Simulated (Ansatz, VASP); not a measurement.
## K in VASP and in Ansatz

File POSCAR:

```
K
1.0
   -2.7154236633      2.7154236633      2.7154236633
    2.7154236633     -2.7154236633      2.7154236633
    2.7154236633      2.7154236633     -2.7154236633
K
1
Direct
    0.0000000000      0.0000000000      0.0000000000
```

The input INCAR.step1:

```
SYSTEM = K
PREC = Accurate
ENCUT = 400
EDIFF = 1E-5
ISMEAR = 0
SIGMA = 0.05
LREAL = .False.
LASPH = .True.
NELM = 120
ALGO = Normal
ISIF = 2
LWAVE = .True.
NBANDS = 10
GGA = PE
GGA_COMPAT = .False.
```

File INCAR.step2:

```
SYSTEM = K
PREC = Accurate
ENCUT = 400
EDIFF = 1E-6
ISMEAR = 0
SIGMA = 0.05
LREAL = .False.
LASPH = .True.
NELM = 120
ALGO = Normal
ISIF = 2
LWAVE = .False.
LCHARG = .True.
GGA = PE
LHFCALC = .True.
HFSCREEN = 0.2079
PRECFOCK = Normal
LELF = .True.
LVHAR = .True.
NBANDS = 10
ISTART = 1
GGA_COMPAT = .False.
```

Contents of KPOINTS:

```
Automatic mesh
0
Gamma
  5 5 5
  0 0 0
```

File input.yaml:

```yaml
crystal:
  lattice:
    - [-2.7154236633, 2.7154236633, 2.7154236633]
    - [2.7154236633, -2.7154236633, 2.7154236633]
    - [2.7154236633, 2.7154236633, -2.7154236633]
  atoms:
    - { symbol: K, position: [0.0, 0.0, 0.0] }
hamiltonian:
  xc: hse06
  pseudopotentials: { kind: paw, partial_waves: polarizable }
kpoints:
  mp_grid: { grid: [5, 5, 5] }
scf:
  occupations: { method: gaussian, width: 0.05 }
output:
  forces: true
  stress: true
  eigenvalues: true
```

Alike in both runs: task single point; functional HSE06; k mesh 5 × 5 × 5; occupations gaussian, width 0.05 eV; no spin polarisation.

```csv
,VASP,Ansatz
version,VASP 6.6.1,Ansatz 0.2.0
potentials or method,"VASP PAW PBE potentials, release 64 (K_sv)",Ansatz PAW polarizable
plane-wave cutoff (eV),400,420
valence electrons in the cell,9,9
```

```tsv
	VASP	Ansatz	Ansatz less VASP
gap on the k mesh at the Fermi level (eV)	none	none	-
pressure (GPa)	-0.2	-0.2	0.00
```

A gap of «none» marks a metal or a gap that the smearing closes. The functional is the same, so the differences come from potentials, cutoffs and numerics.
